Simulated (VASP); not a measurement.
Sn:

```xyz
1
Lattice="0.0000 2.4111 2.4111 2.4111 0.0000 2.4111 2.4111 2.4111 0.0000" Properties=species:S:1:pos:R:3 pbc="T T T"
Sn    0.0000    0.0000    0.0000
```

This isn't the form of Sn at room conditions, which is tetragonal (white tin).

- Program: VASP 6.6.1
- Task: relaxation of cell and atoms
- Functional: r2SCAN
- Potentials or basis: VASP PAW PBE potentials, release 64 (Sn_d)
- Cutoff: 600 eV
- k mesh: 11 × 11 × 11
- Occupations: fermi-dirac, width 0.1 eV
- Spin: no spin polarisation

At the start: pressure -1.2 GPa; volume 28.03 Å³/atom.

**Question.** How do energy, volume and symmetry change on relaxing?

**Answer.** Over 3 steps the energy falls by 2.7 meV/atom and the volume is 27.35 Å³/atom (-2.4 %); space group Fm-3m (No. 225, to 0.1 Å) before and after.

Step by step:
```
step  energy change (eV)  largest force (eV/Å)  pressure (GPa)  volume (Å³)
   1              0.0000                0.0000           -1.22        28.03
   2             -0.0025                0.0000            0.34        27.18
   3             -0.0027                0.0000           -0.01        27.35
```

Final structure:
```
CELL_PARAMETERS angstrom
0.00000 2.39140 2.39140
2.39140 0.00000 2.39140
2.39140 2.39140 0.00000
ATOMIC_POSITIONS crystal
Sn 0.00000 0.00000 0.00000
```

Caveat: the PAW data sets were made with another functional, which shifts forces and pressure a little.
